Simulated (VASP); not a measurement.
# Ge3Pd (Pm-3m) in VASP: further runs

Runs on Ge3Pd. Level: PBEsol. Tasks: single point.

All numbers are computed with VASP 6.6.1; they aren't measurements. Logs are shortened: lines on timing, memory, paths and dates and some standing lists are left out, and cuts for length are marked.

**1. The cell of the first run**

It takes space group Pm-3m (No. 221, cubic). Conventional cell: a = 4.142 Å, b = 4.142 Å, c = 4.142 Å, α = 90.00°, β = 90.00°, γ = 90.00°. Within 3.9 Å of Pd (site symmetry m-3m) lie 12 Ge at 2.93 Å. Ge (site symmetry 4/mmm) has 4 Pd at 2.93 Å and 8 Ge at 2.93 Å within 3.9 Å.

**2. Single point, PBEsol**

Input file INCAR:

```
PREC = Accurate
ENCUT = 520
EDIFF = 1E-6
ISMEAR = 1
SIGMA = 0.1
LREAL = False
LASPH = True
NELM = 60
ALGO = Normal
ISIF = 2
LWAVE = False
LCHARG = False
GGA = PS
NBANDS = 34
```

Input file KPOINTS:

```
regular mesh
0
Gamma
  9 9 9
```

Input file POSCAR:

```
Ge3Pd
1.0
    4.1420230000      0.0000000000      0.0000000000
    0.0000000000      4.1420230000      0.0000000000
    0.0000000000      0.0000000000      4.1420230000
Pd Ge
1 3
Direct
    0.0000000000      0.0000000000      0.0000000000
    0.5000000000      0.5000000000      0.0000000000
    0.5000000000      0.0000000000      0.5000000000
    0.0000000000      0.5000000000      0.5000000000
```

Potentials or basis: VASP PAW PBE potentials, release 64 (Pd, Ge_d).

Started as:

```console
> cat potpaw_PBE.64/Pd/POTCAR potpaw_PBE.64/Ge_d/POTCAR > POTCAR
> mpirun -np 1 vasp_std > vasp.out
```

OUTCAR:

```text
PREC = Accurate
   ENCUT = 520
   EDIFF = 1E-6
   ISMEAR = 1
   LREAL = False
   LASPH = True
   NELM = 60
   ISIF = 2
   GGA = PS

 ion  position               nearest neighbor table
   1  0.000  0.000  0.000-   2 2.93   3 2.93   4 2.93   3 2.93   4 2.93   2 2.93   4 2.93   4 2.93
                             2 2.93   3 2.93   3 2.93   2 2.93
   2  0.500  0.500  0.000-   1 2.93   1 2.93   1 2.93   1 2.93
   3  0.500  0.000  0.500-   1 2.93   1 2.93   1 2.93   1 2.93
   4  0.000  0.500  0.500-   1 2.93   1 2.93   1 2.93   1 2.93

  LATTYP: Found a simple cubic cell.
 ALAT       =     4.1420230000

  Lattice vectors:

 A1 = (   4.1420230000,   0.0000000000,   0.0000000000)
 A2 = (   0.0000000000,   4.1420230000,   0.0000000000)
 A3 = (   0.0000000000,   0.0000000000,   4.1420230000)

Analysis of symmetry for initial positions (statically):
=====================================================================
 Subroutine PRICEL returns:
 Original cell was already a primitive cell.

 Routine SETGRP: Setting up the symmetry group for a
 simple cubic supercell.

 Subroutine GETGRP returns: Found 48 space group operations
 (whereof 48 operations were pure point group operations)
 out of a pool of 48 trial point group operations.

The static configuration has the point symmetry O_h .

Analysis of symmetry for dynamics (positions and initial velocities):
=====================================================================
 Subroutine PRICEL returns:
 Original cell was already a primitive cell.

 Routine SETGRP: Setting up the symmetry group for a
 simple cubic supercell.

 Subroutine GETGRP returns: Found 48 space group operations
 (whereof 48 operations were pure point group operations)
 out of a pool of 48 trial point group operations.

The dynamic configuration has the point symmetry O_h .

 Subroutine INISYM returns: Found 48 space group operations
 (whereof 48 operations are pure point group operations),
 and found     1 'primitive' translations

----------------------------------------------------------------------------------------

                                     Primitive cell

  volume of cell :      71.0620

  direct lattice vectors                    reciprocal lattice vectors
     4.142023000  0.000000000  0.000000000     0.241427921  0.000000000  0.000000000
     0.000000000  4.142023000  0.000000000     0.000000000  0.241427921  0.000000000
     0.000000000  0.000000000  4.142023000     0.000000000  0.000000000  0.241427921

  length of vectors
     4.142023000  4.142023000  4.142023000     0.241427921  0.241427921  0.241427921

  position of ions in fractional coordinates (direct lattice)
     0.000000000  0.000000000  0.000000000
     0.500000000  0.500000000  0.000000000
     0.500000000  0.000000000  0.500000000
     0.000000000  0.500000000  0.500000000

  ion indices of the primitive-cell ions
   primitive index   ion index
                 1           1
                 2           2
                 3           3
                 4           4

----------------------------------------------------------------------------------------

 KPOINTS: regular mesh

Automatic generation of k-mesh.
 Grid dimensions read from file:
 generate k-points for:    9    9    9

 Generating k-lattice:

  Cartesian coordinates                     Fractional coordinates (reciprocal lattice)
     0.026825325  0.000000000  0.000000000     0.111111111  0.000000000  0.000000000
     0.000000000  0.026825325  0.000000000     0.000000000  0.111111111  0.000000000
     0.000000000  0.000000000  0.026825325     0.000000000  0.000000000  0.111111111

  Length of vectors
     0.026825325  0.026825325  0.026825325

  Shift w.r.t. Gamma in fractional coordinates (k-lattice)
     0.000000000  0.000000000  0.000000000

 Subroutine IBZKPT returns following result:
 ===========================================

 Found     35 irreducible k-points:

 Following reciprocal coordinates:
            Coordinates               Weight
  0.000000  0.000000  0.000000      1.000000
  0.111111  0.000000  0.000000      6.000000
  0.222222  0.000000  0.000000      6.000000
  0.333333  0.000000  0.000000      6.000000
  0.444444  0.000000  0.000000      6.000000
  0.111111  0.111111  0.000000     12.000000
[... 16 lines left out ...]
  0.333333  0.333333  0.111111     24.000000
  0.444444  0.333333  0.111111     48.000000
 [... further k-points ...]
   k-points           NKPTS =     35   k-points in BZ     NKDIM =     35   number of bands    NBANDS=     34
   number of dos      NEDOS =    301   number of ions     NIONS =      4
   total plane-waves  NPLWV =  32768
   dimension x,y,z NGX =    32 NGY =   32 NGZ =   32
   dimension x,y,z NGXF=    64 NGYF=   64 NGZF=   64
   ions per type =               1   3
   NGX,Y,Z   is equivalent  to a cutoff of  12.84, 12.84, 12.84 a.u.
   NGXF,Y,Z  is equivalent  to a cutoff of  25.69, 25.69, 25.69 a.u.
 SYSTEM =  unknown system
   PREC   = accura    normal or accurate (medium, high low for compatibility)
   ISTART =      0    job   : 0-new  1-cont  2-samecut
   ICHARG =      2    charge: 1-file 2-atom 10-const
   ISPIN  =      1    spin polarized calculation?
   LNONCOLLINEAR =      F non collinear calculations
   LSORBIT =      F    spin-orbit coupling
   LASPH  =      T    aspherical Exc in radial PAW
   ENCUT  =  520.0 eV  38.22 Ry    6.18 a.u.   7.70  7.70  7.70*2*pi/ulx,y,z
   NELM   =     60;   NELMIN=  2; NELMDL= -5     # of ELM steps
   EDIFF  = 0.1E-05   stopping-criterion for ELM
   LREAL  =      F    real-space projection
   EDIFFG = 0.1E-04   stopping-criterion for IOM
   NSW    =      0    number of steps for IOM
   IBRION =     -1    ionic relax: 0-MD 1-quasi-New 2-CG
   NFREE  =      0    steps in history (QN), initial steepest desc. (CG)
   ISIF   =      2    stress and relaxation
   ISYM   =      2    0-nonsym 1-usesym 2-fastsym
   POTIM  = 0.5000    time-step for ionic-motion
   TEBEG  =    0.0;   TEEND  =   0.0 temperature during run
   PSTRESS=    0.0 pullay stress
   NELECT =      52.0000    total number of electrons
   NUPDOWN=      -1.0000    fix difference up-down
   EMIN   =  10.00;   EMAX   =-10.00  energy-range for DOS
   EFERMI =   0.00;   METHOD = LEGACY
   ISMEAR =     1;   SIGMA  =   0.10  broadening in eV -4-tet -1-fermi 0-gaus
   EFERMI_NEDOS =   21; number of points for ismear=-14 and -15
   IALGO  =     38    algorithm
   IMIX   =      4    mixing-type and parameters
     AMIX     =   0.40;   BMIX     =  1.00
     AMIX_MAG =   1.60;   BMIX_MAG =  1.00
  volume/ion in A,a.u.               =      17.77       119.89
  Fermi-wavevector in a.u.,A,eV,Ry     =   1.475243  2.787804 29.610913  2.176341
  Thomas-Fermi vector in A             =   2.589916
   LORBIT       =      0    0 simple, 1 ext, 2 COOP (PROOUT), +10 PAW based schemes
   GGA     = PS    functional components
   LHFCALC =     F    Hartree Fock is set to
   AEXX    =    0.0000 exact exchange contribution
   IVDW    =     0    specifies the selected vdW correction
   LEPSILON=     F    determine dielectric tensor
   LRPA    =     F    only Hartree local field effects (RPA)
 non-spin polarized calculation
 Methfessel and Paxton  Order N= 1 SIGMA  =   0.10
  energy-cutoff  :      520.00
  volume of cell :       71.06
 maximum number of plane-waves:      1935
 NGX is ok and might be reduce to    32
   NGX = 15   NGY = 15   NGZ = 15

 number of electron      52.0000056 magnetization

 Free energy of the ion-electron system (eV)
  ---------------------------------------------------
  ext. energy  EPLUGINS =         0.00000000
  ---------------------------------------------------
  free energy    TOTEN  =       -20.57216048 eV

  energy without entropy =      -20.57001306  energy(sigma->0) =      -20.57144468

 E-fermi :   7.3890     XC(G=0): -11.8602

 val. band max:        7.3724326096   @ k =   0.4444   0.3333   0.0000
 cond. band min:       7.4370043869   @ k =   0.4444   0.3333   0.1111
 fundamental gap:      0.0645717773
 Fermi energy:         7.3890334306

 k-point     1 :       0.0000    0.0000    0.0000
  band No.  band energies     occupation
      1     -17.2841      2.00000
      2     -17.2841      2.00000
      3     -17.2841      2.00000
      4     -17.2742      2.00000
      5     -17.2179      2.00000
      6     -17.2179      2.00000
[... 26 lines left out ...]
     33      12.9934      0.00000
     34      16.4005      0.00000

 k-point     2 :       0.1111    0.0000    0.0000
  band No.  band energies     occupation
      1     -17.2834      2.00000
      2     -17.2792      2.00000
      3     -17.2792      2.00000
      4     -17.2709      2.00000
      5     -17.2174      2.00000
      6     -17.2150      2.00000
[... 26 lines left out ...]
     33      12.6007      0.00000
     34      16.3974      0.00000

 k-point     3 :       0.2222    0.0000    0.0000
  band No.  band energies     occupation
      1     -17.2815      2.00000
      2     -17.2652      2.00000
      3     -17.2652      2.00000
      4     -17.2618      2.00000
      5     -17.2161      2.00000
      6     -17.2071      2.00000
[... 26 lines left out ...]
     33      12.3730      0.00000
     34      16.3893      0.00000

 k-point     4 :       0.3333    0.0000    0.0000
  band No.  band energies     occupation
      1     -17.2794      2.00000
      2     -17.2492      2.00000
      3     -17.2437      2.00000
      4     -17.2437      2.00000
      5     -17.2143      2.00000
      6     -17.1958      2.00000
[... 26 lines left out ...]
     33      12.7288      0.00000
     34      16.3795      0.00000

 k-point     5 :       0.4444    0.0000    0.0000
  band No.  band energies     occupation
      1     -17.2779      2.00000
      2     -17.2382      2.00000
      3     -17.2177      2.00000
      4     -17.2177      2.00000
      5     -17.2123      2.00000
      6     -17.1924      2.00000
[... 621 lines left out ...]
 k-point    22 :       0.4444    0.2222    0.1111
  band No.  band energies     occupation
      1     -17.2600      2.00000
      2     -17.2367      2.00000
      3     -17.2231      2.00000
      4     -17.2184      2.00000
      5     -17.2133      2.00000
      6     -17.1999      2.00000
[... 26 lines left out ...]
     33      13.1735      0.00000
     34      15.3092      0.00000

 k-point    23 :       0.3333    0.3333    0.1111
  band No.  band energies     occupation
      1     -17.2526      2.00000
      2     -17.2434      2.00000
      3     -17.2345      2.00000
      4     -17.2175      2.00000
      5     -17.2162      2.00000
      6     -17.1987      2.00000
[... 26 lines left out ...]
     33      13.9232      0.00000
     34      14.3313      0.00000

 k-point    24 :       0.4444    0.3333    0.1111
  band No.  band energies     occupation
      1     -17.2458      2.00000
      2     -17.2376      2.00000
      3     -17.2279      2.00000
      4     -17.2183      2.00000
      5     -17.2073      2.00000
      6     -17.2026      2.00000
[... 26 lines left out ...]
     33      13.8922      0.00000
     34      15.5771      0.00000

 [... further k-points ...]
[... 5 lines left out ...]
  --------------------------------------------------------------------------------------
  -------------------------------------------------------------------------------------
  Total       -2.0311355     -2.0311355     -2.0311355     -0.0000000      0.0000000      0.0000000
  in kB      -45.7943576    -45.7943576    -45.7943576     -0.0000000      0.0000000      0.0000000
  external PRESSURE =     -45.7943576 kB  Pullay stress =       0.0000000 kB

 VOLUME and BASIS-vectors are now :
 -----------------------------------------------------------------------------
  energy-cutoff  :      520.00
  volume of cell :       71.06
      direct lattice vectors                 reciprocal lattice vectors
     4.142023000  0.000000000  0.000000000     0.241427921  0.000000000  0.000000000
     0.000000000  4.142023000  0.000000000     0.000000000  0.241427921  0.000000000
     0.000000000  0.000000000  4.142023000     0.000000000  0.000000000  0.241427921

 POSITION                                       TOTAL-FORCE (eV/Angst)
 -----------------------------------------------------------------------------------
      0.00000      0.00000      0.00000         0.000000      0.000000      0.000000
      2.07101      2.07101      0.00000         0.000000      0.000000      0.000000
      2.07101      0.00000      2.07101         0.000000      0.000000      0.000000
      0.00000      2.07101      2.07101         0.000000      0.000000      0.000000
 -----------------------------------------------------------------------------------
    total drift:                                0.000000     -0.000000     -0.000000

  FREE ENERGIE OF THE ION-ELECTRON SYSTEM (eV)
  ---------------------------------------------------
  free  energy   TOTEN  =       -20.5721604850 eV

  energy  without entropy=      -20.5700130647  energy(sigma->0) =      -20.57144468
```

It took 37 s on 1 thread of Intel Xeon 6975P-C (Granite Rapids), shared host; peak memory 0.21 GiB.

Results:

```yaml
Free_energy: -20.5722 eV
Pressure: -4.6 GPa
Band_gap_on_the_k_mesh: zero (band 26 reaches 7.79 eV, above the bottom of band 27 at 5.93 eV)
```

Caveat: the PAW data sets were made with another functional, which shifts forces and pressure a little.

**3. Single point, PBEsol**

Input file INCAR:

```
SYSTEM = Ge3Pd
PREC = Accurate
ENCUT = 520
EDIFF = 1E-6
ISMEAR = 1
SIGMA = 0.1
LREAL = .False.
LASPH = .True.
NELM = 60
ALGO = Normal
ISIF = 2
LWAVE = .False.
LCHARG = .True.
GGA = PS
LELF = .True.
LVHAR = .True.
NBANDS = 34
```

Input file KPOINTS:

```
regular mesh
0
Gamma
  11 11 11
  0 0 0
```

POSCAR is that of step 2.

Potentials or basis: VASP PAW PBE potentials, release 64 (Pd, Ge_d).

Started as:

```console
> cat potpaw_PBE.64/Pd/POTCAR potpaw_PBE.64/Ge_d/POTCAR > POTCAR
> mpirun -np 1 vasp_std > vasp.out
```

It took 55 s on 1 thread of Intel Xeon 6975P-C (Granite Rapids), shared host; peak memory 0.25 GiB.

Results (log left out):

```
Free energy            : -20.5736 eV
Pressure               : -4.4 GPa
Band gap on the k mesh : zero (band 26 reaches 7.94 eV, above the bottom of band 27 at 5.90 eV)
```

Levels at points of the mesh, in eV from the Fermi level:
```csv
k point,band 23,band 24,band 25,band 26,band 27,band 28,band 29,band 30
"(0.00, 0.00, 0.00)",-2.69,-2.69,-1.60,-1.60,0.77,2.95,2.95,2.95
```

Caveat: the PAW data sets were made with another functional, which shifts forces and pressure a little.

**4. Single point, PBEsol**

Input file INCAR:

```
PREC = Accurate
ENCUT = 520
EDIFF = 1E-7
ISMEAR = -1
SIGMA = 0.05
LREAL = F
LASPH = T
NELM = 80
ALGO = Normal
ISIF = 2
LWAVE = F
LCHARG = T
GGA = PS
LELF = T
LVHAR = T
NBANDS = 34
```

Input file KPOINTS:

```
Automatic mesh
0
Gamma
  7 7 7
```

POSCAR is that of step 3.

Started as:

```console
> cat potpaw_PBE.64/Pd/POTCAR potpaw_PBE.64/Ge_d/POTCAR > POTCAR
> mpirun -np 1 vasp_std > vasp.out
```

Run time: 28 s. Hardware: 1 thread of AMD EPYC 9R14 (Zen 4), shared host; peak memory 0.17 GiB.

The run converged. Its results:

| Item | Value |
| --- | --- |
| Free energy | -20.5748 eV |
| Pressure | -4.7 GPa |
| Band gap on the k mesh | zero (band 26 reaches 7.51 eV, above the bottom of band 27 at 5.98 eV) |

Levels at points of the mesh, in eV from the Fermi level:
```tsv
k point	band 23	band 24	band 25	band 26	band 27	band 28	band 29	band 30
(0.00, 0.00, 0.00)	-2.65	-2.65	-1.56	-1.56	0.82	2.98	2.98	2.98
```

Caveat: the PAW data sets were made with another functional, which shifts forces and pressure a little.

**5. Overview**

| k mesh | smearing | gap on the mesh (eV) | pressure (GPa) |
| --- | --- | --- | --- |
| 9 × 9 × 9 | methfessel-paxton 0.1 eV | none | -4.6 |
| 11 × 11 × 11 | methfessel-paxton 0.1 eV | none | -4.4 |
| 7 × 7 × 7 | fermi-dirac 0.05 eV | none | -4.7 |

Alike in all rows: task single point; level PBEsol; potentials or basis VASP PAW PBE potentials, release 64 (Pd, Ge_d); no spin polarisation; cell as given; cutoff (eV) 520.

Every run on the cell as given and a fine mesh finds a metal.

Caveats: the PAW data sets were made with another functional, which shifts forces and pressure a little.

Absolute energies hang on the potentials; compare differences alone.
